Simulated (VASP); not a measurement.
PW (zincblende type), 2 atoms in the cell. It takes space group F-43m (No. 216, cubic). Conventional cell: a = 5.342 Å, b = 5.342 Å, c = 5.342 Å, α = 90.00°, β = 90.00°, γ = 90.00°. W (site symmetry -43m) has 4 P at 2.31 Å within 3.1 Å. Within 3.1 Å of P (site symmetry -43m) lie 4 W at 2.31 Å.  This cell differs from its parent crystal: volume scaled by 1, partial waves polarizable.

| Item | Value |
| --- | --- |
| Program | VASP 6.6.1 |
| Task | single point |
| Functional | LDA |
| Potentials or basis | VASP PAW LDA potentials, release 64 (W_sv, P) |
| Cutoff | 520 eV |
| k mesh | 12 × 12 × 12 |
| Occupations | fermi-dirac, width 0.1 eV |
| Spin | no spin polarisation |
| Dipole correction | no |
| Further INCAR settings | ALGO = Normal; EDIFF = 1e-06; NBANDS = 16 |

Potentials or basis: VASP PAW LDA potentials, release 64 (W_sv, P).

Run with:

```console
$ cat potpaw_LDA.64/W_sv/POTCAR potpaw_LDA.64/P/POTCAR > POTCAR
$ mpirun -np 1 vasp_std > vasp.out
```

Hardware: 1 thread of Intel(R) Xeon(R) Platinum 8559C (Emerald Rapids) (shared host).

Question: How long does it take, and how much memory?

Answer: Run time: 24 s on 1 thread of Intel(R) Xeon(R) Platinum 8559C (Emerald Rapids) (shared host), peak memory 0.17 GiB. Counts: scf iterations 11, k points 72.
